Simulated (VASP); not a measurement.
# AlNi (Pm-3m) in VASP: settings compared

AlNi is run at these levels: BLYP, PBE, PBEsol-based global hybrid with 25 % exact exchange; tasks: relaxation of cell and atoms.

All numbers are computed with VASP 6.6.1; they aren't measurements. Logs are shortened: lines on timing, memory, paths and dates and some standing lists are left out, and cuts for length are marked.

## 1. The cell of the first run

It takes space group Pm-3m (No. 221, cubic). Conventional cell: a = 2.881 Å, b = 2.881 Å, c = 2.881 Å, α = 90.00°, β = 90.00°, γ = 90.00°. Ni (site symmetry m-3m) has 8 Al at 2.50 Å and 6 Ni at 2.88 Å within 3.3 Å. Within 3.3 Å of Al (site symmetry m-3m) lie 8 Ni at 2.50 Å and 6 Al at 2.88 Å.

## 2. Relaxation of cell and atoms, BLYP, collinear spin, ferromagnetic start

The input, INCAR:

```
PREC = Accurate ; ENCUT = 600
EDIFF = 1E-6 ; ISMEAR = -1
SIGMA = 0.05 ; LREAL = F
LASPH = T ; NELM = 150
ALGO = Normal ; ISIF = 3
LWAVE = F ; LCHARG = F
ISPIN = 2 ; MAGMOM = 1 0
LORBIT = 11 ; LMAXMIX = 4
GGA = B5 ; ALDAX = 1.0
AGGAX = 1.0 ; AGGAC = 1.0
ALDAC = 0.0 ; IBRION = 2
NSW = 80 ; EDIFFG = -0.005
```

The input, KPOINTS:

```
regular mesh
0
Gamma
  9 9 9
```

The input, POSCAR:

```
AlNi
1.0
    2.8810000000      0.0000000000      0.0000000000
    0.0000000000      2.8810000000      0.0000000000
    0.0000000000      0.0000000000      2.8810000000
Ni Al
1 1
Direct
    0.5000000000      0.5000000000      0.5000000000
    0.0000000000      0.0000000000      0.0000000000
```

Potentials or basis: VASP PAW PBE potentials, release 64 (Ni, Al).

Started as:

```console
> cat potpaw_PBE.64/Ni/POTCAR potpaw_PBE.64/Al/POTCAR > POTCAR
> mpirun -np 1 vasp_std > vasp.out
```

OUTCAR:

```text
PREC = Accurate
   ENCUT = 600
   EDIFF = 1E-6
   ISMEAR = -1
   LREAL = F
   LASPH = T
   NELM = 150
   ISIF = 3
   ISPIN = 2
   LORBIT = 11
   GGA = B5
   IBRION = 2
   NSW = 80
   EDIFFG = -0.005

 ion  position               nearest neighbor table
   1  0.500  0.500  0.500-   2 2.50   2 2.50   2 2.50   2 2.50   2 2.50   2 2.50   2 2.50   2 2.50

   2  0.000  0.000  0.000-   1 2.50   1 2.50   1 2.50   1 2.50   1 2.50   1 2.50   1 2.50   1 2.50

  LATTYP: Found a simple cubic cell.
 ALAT       =     2.8810000000

  Lattice vectors:

 A1 = (   2.8810000000,   0.0000000000,   0.0000000000)
 A2 = (   0.0000000000,   2.8810000000,   0.0000000000)
 A3 = (   0.0000000000,   0.0000000000,   2.8810000000)

Analysis of symmetry for initial positions (statically):
=====================================================================
 Subroutine PRICEL returns:
 Original cell was already a primitive cell.

 Routine SETGRP: Setting up the symmetry group for a
 simple cubic supercell.

 Subroutine GETGRP returns: Found 48 space group operations
 (whereof 48 operations were pure point group operations)
 out of a pool of 48 trial point group operations.

The static configuration has the point symmetry O_h .

Analysis of symmetry for dynamics (positions and initial velocities):
=====================================================================
 Subroutine PRICEL returns:
 Original cell was already a primitive cell.

 Routine SETGRP: Setting up the symmetry group for a
 simple cubic supercell.

 Subroutine GETGRP returns: Found 48 space group operations
 (whereof 48 operations were pure point group operations)
 out of a pool of 48 trial point group operations.

The dynamic configuration has the point symmetry O_h .

Analysis of structural, dynamic, and magnetic symmetry:
=====================================================================
 Subroutine PRICEL returns:
 Original cell was already a primitive cell.

 Routine SETGRP: Setting up the symmetry group for a
 simple cubic supercell.

 Subroutine GETGRP returns: Found 48 space group operations
 (whereof 48 operations were pure point group operations)
 out of a pool of 48 trial point group operations.

The overall configuration has the point symmetry O_h .

 Subroutine INISYM returns: Found 48 space group operations
 (whereof 48 operations are pure point group operations),
 and found     1 'primitive' translations

----------------------------------------------------------------------------------------

                                     Primitive cell

  volume of cell :      23.9128

  direct lattice vectors                    reciprocal lattice vectors
     2.881000000  0.000000000  0.000000000     0.347101701  0.000000000  0.000000000
     0.000000000  2.881000000  0.000000000     0.000000000  0.347101701  0.000000000
     0.000000000  0.000000000  2.881000000     0.000000000  0.000000000  0.347101701

  length of vectors
     2.881000000  2.881000000  2.881000000     0.347101701  0.347101701  0.347101701

  position of ions in fractional coordinates (direct lattice)
     0.500000000  0.500000000  0.500000000
     0.000000000  0.000000000  0.000000000

  ion indices of the primitive-cell ions
   primitive index   ion index
                 1           1
                 2           2

----------------------------------------------------------------------------------------

 KPOINTS: regular mesh

Automatic generation of k-mesh.
 Grid dimensions read from file:
 generate k-points for:    9    9    9

 Generating k-lattice:

  Cartesian coordinates                     Fractional coordinates (reciprocal lattice)
     0.038566856  0.000000000  0.000000000     0.111111111  0.000000000  0.000000000
     0.000000000  0.038566856  0.000000000     0.000000000  0.111111111  0.000000000
     0.000000000  0.000000000  0.038566856     0.000000000  0.000000000  0.111111111

  Length of vectors
     0.038566856  0.038566856  0.038566856

  Shift w.r.t. Gamma in fractional coordinates (k-lattice)
     0.000000000  0.000000000  0.000000000

 Subroutine IBZKPT returns following result:
 ===========================================

 Found     35 irreducible k-points:

 Following reciprocal coordinates:
            Coordinates               Weight
  0.000000  0.000000  0.000000      1.000000
  0.111111  0.000000  0.000000      6.000000
  0.222222  0.000000  0.000000      6.000000
  0.333333  0.000000  0.000000      6.000000
  0.444444  0.000000  0.000000      6.000000
  0.111111  0.111111  0.000000     12.000000
[... 16 lines left out ...]
  0.333333  0.333333  0.111111     24.000000
  0.444444  0.333333  0.111111     48.000000
 [... further k-points ...]
   k-points           NKPTS =     35   k-points in BZ     NKDIM =     35   number of bands    NBANDS=     11
   number of dos      NEDOS =    301   number of ions     NIONS =      2
   total plane-waves  NPLWV =  13824
   dimension x,y,z NGX =    24 NGY =   24 NGZ =   24
   dimension x,y,z NGXF=    48 NGYF=   48 NGZF=   48
   ions per type =               1   1
   NGX,Y,Z   is equivalent  to a cutoff of  13.85, 13.85, 13.85 a.u.
   NGXF,Y,Z  is equivalent  to a cutoff of  27.70, 27.70, 27.70 a.u.
 SYSTEM =  unknown system
   PREC   = accura    normal or accurate (medium, high low for compatibility)
   ISTART =      0    job   : 0-new  1-cont  2-samecut
   ICHARG =      2    charge: 1-file 2-atom 10-const
   ISPIN  =      2    spin polarized calculation?
   LNONCOLLINEAR =      F non collinear calculations
   LSORBIT =      F    spin-orbit coupling
   LASPH  =      T    aspherical Exc in radial PAW
   ENCUT  =  600.0 eV  44.10 Ry    6.64 a.u.   5.75  5.75  5.75*2*pi/ulx,y,z
   NELM   =    150;   NELMIN=  2; NELMDL= -5     # of ELM steps
   EDIFF  = 0.1E-05   stopping-criterion for ELM
   LREAL  =      F    real-space projection
   EDIFFG = -.5E-02   stopping-criterion for IOM
   NSW    =     80    number of steps for IOM
   IBRION =      2    ionic relax: 0-MD 1-quasi-New 2-CG
   NFREE  =      1    steps in history (QN), initial steepest desc. (CG)
   ISIF   =      3    stress and relaxation
   ISYM   =      2    0-nonsym 1-usesym 2-fastsym
   POTIM  = 0.5000    time-step for ionic-motion
   TEBEG  =    0.0;   TEEND  =   0.0 temperature during run
   PSTRESS=    0.0 pullay stress
   NELECT =      13.0000    total number of electrons
   NUPDOWN=      -1.0000    fix difference up-down
   EMIN   =  10.00;   EMAX   =-10.00  energy-range for DOS
   EFERMI =   0.00;   METHOD = LEGACY
   ISMEAR =    -1;   SIGMA  =   0.05  broadening in eV -4-tet -1-fermi 0-gaus
   EFERMI_NEDOS =   21; number of points for ismear=-14 and -15
   IALGO  =     38    algorithm
   IMIX   =      4    mixing-type and parameters
     AMIX     =   0.40;   BMIX     =  1.00
     AMIX_MAG =   1.60;   BMIX_MAG =  1.00
  volume/ion in A,a.u.               =      11.96        80.69
  Fermi-wavevector in a.u.,A,eV,Ry     =   1.336122  2.524904 24.289410  1.785221
  Thomas-Fermi vector in A             =   2.464773
   LORBIT       =     11    0 simple, 1 ext, 2 COOP (PROOUT), +10 PAW based schemes
   GGA     = B5    functional components
   LHFCALC =     F    Hartree Fock is set to
   AEXX    =    0.0000 exact exchange contribution
   IVDW    =     0    specifies the selected vdW correction
   LEPSILON=     F    determine dielectric tensor
   LRPA    =     F    only Hartree local field effects (RPA)
 conjugate gradient relaxation of ions
 spin polarized calculation
  energy-cutoff  :      600.00
  volume of cell :       23.91
 maximum number of plane-waves:       812
 NGX is ok and might be reduce to    24
   NGX = 11   NGY = 11   NGZ = 11

--------------------------------------- Ionic step        1  -------------------------------------------

 number of electron      13.0000015 magnetization       0.0000505

 number of electron      13.0000015 magnetization      -0.0001307

 Free energy of the ion-electron system (eV)
  ---------------------------------------------------
  ext. energy  EPLUGINS =         0.00000000
  ---------------------------------------------------
  free energy    TOTEN  =        -8.57538510 eV

  energy without entropy =       -8.56869242  energy(sigma->0) =       -8.57203876

 E-fermi :  10.5151     XC(G=0): -11.5012

 val. band max:       10.4716208277   @ k =   0.3333   0.3333   0.0000
 cond. band min:      10.5553495290   @ k =   0.3333   0.1111   0.1111
 fundamental gap:      0.0837287013
 Fermi energy:        10.5150984235

 spin component 1

 k-point     1 :       0.0000    0.0000    0.0000
  band No.  band energies     occupation
      1      -0.5489      1.00000
      2       7.2824      1.00000
      3       7.2824      1.00000
      4       8.9194      1.00000
      5       8.9194      1.00000
      6       8.9194      1.00000
      7      16.0059      0.00000
      8      16.0059      0.00000
      9      16.0059      0.00000
     10      18.8264      0.00000
     11      18.8264      0.00000
[... 735 lines left out ...]
--------------------------------------- Ionic step        3  -------------------------------------------

 number of electron      13.0000001 magnetization       0.0000171

 number of electron      13.0000001 magnetization      -0.0000181

 Free energy of the ion-electron system (eV)
  ---------------------------------------------------
  ext. energy  EPLUGINS =         0.00000000
  ---------------------------------------------------
  free energy    TOTEN  =        -8.59729302 eV

  energy without entropy =       -8.58984541  energy(sigma->0) =       -8.59356922

 E-fermi :   9.9307     XC(G=0): -11.2954

 val. band max:        9.9027601041   @ k =   0.3333   0.3333   0.0000
 cond. band min:       9.9598528735   @ k =   0.3333   0.1111   0.1111
 fundamental gap:      0.0570927694
 Fermi energy:         9.9307161737

 spin component 1

 k-point     1 :       0.0000    0.0000    0.0000
  band No.  band energies     occupation
      1      -0.8088      1.00000
      2       6.9128      1.00000
      3       6.9128      1.00000
      4       8.4347      1.00000
      5       8.4347      1.00000
      6       8.4347      1.00000
      7      15.2469      0.00000
      8      15.2469      0.00000
      9      15.2469      0.00000
     10      18.1167      0.00000
     11      18.1167      0.00000
[... 691 lines left out ...]
  FREE ENERGIE OF THE ION-ELECTRON SYSTEM (eV)
  ---------------------------------------------------
  free  energy   TOTEN  =        -8.5972930236 eV

  energy  without entropy=       -8.5898454142  energy(sigma->0) =       -8.59356922

 reached required accuracy - stopping structural energy minimisation

 total charge

# of ion       s       p       d       tot
------------------------------------------
    1        0.467   0.479   8.502   9.448
    2        0.380   0.393   0.000   0.773
--------------------------------------------------
tot          0.847   0.872   8.502  10.221

 magnetization (x)

# of ion       s       p       d       tot
------------------------------------------
    1        0.000   0.000   0.000   0.000
    2       -0.000  -0.000   0.000  -0.000
--------------------------------------------------
tot          0.000   0.000   0.000   0.000
```

Run time: 52 s. Hardware: 1 thread of Intel Xeon 8259CL, shared host; peak memory 0.17 GiB.

Results:

```
Free energy                                           : -8.5973 eV
Relaxed volume                                        : 12.49 Å³/atom
Relaxed cell                                          : a = 2.923 Å, b = 2.923 Å, c = 2.923 Å, α = 90.00°, β = 90.00°, γ = 90.00°
Space group after relaxing (to 0.1 Å)                 : Pm-3m (No. 221)
Energy gained by relaxing                             : 11.0 meV/atom
Ionic steps                                           : 3
Pressure after relaxing                               : 0.0 GPa
Net moment                                            : 0.00 μB per cell
Valence electrons inside the program's atomic spheres : Ni 9.45; Al 0.77
```

The path:
| step | energy change (eV) | largest force (eV/Å) | pressure (GPa) | volume (Å³) |
| --- | --- | --- | --- | --- |
| 1 | 0.0000 | 0.0000 | 6.83 | 23.91 |
| 2 | -0.0127 | 0.0000 | -3.92 | 25.72 |
| 3 | -0.0219 | 0.0000 | 0.02 | 24.98 |

Final structure:
```xyz
2
Lattice="2.9234 0.0000 0.0000 0.0000 2.9234 0.0000 0.0000 0.0000 2.9234" Properties=species:S:1:pos:R:3 pbc="T T T"
Ni    1.4617    1.4617    1.4617
Al    0.0000    0.0000    0.0000
```

Levels at points of the mesh, in eV from the Fermi level:
Spin up:
```tsv
k point	band 3	band 4	band 5	band 6	band 7	band 8	band 9	band 10
(0.00, 0.00, 0.00)	-3.02	-1.50	-1.50	-1.50	5.32	5.32	5.32	8.19
```
Spin down:
```
           k point  band 2  band 3  band 4  band 5  band 6  band 7  band 8  band 9  band 10  band 11
(0.00, 0.00, 0.00)   -3.02   -3.02   -1.50   -1.50   -1.50    5.32    5.32    5.32     8.19     8.19
```

Caveat: the PAW data sets were made with another functional, which shifts forces and pressure a little.

[end of part 1 of 2]
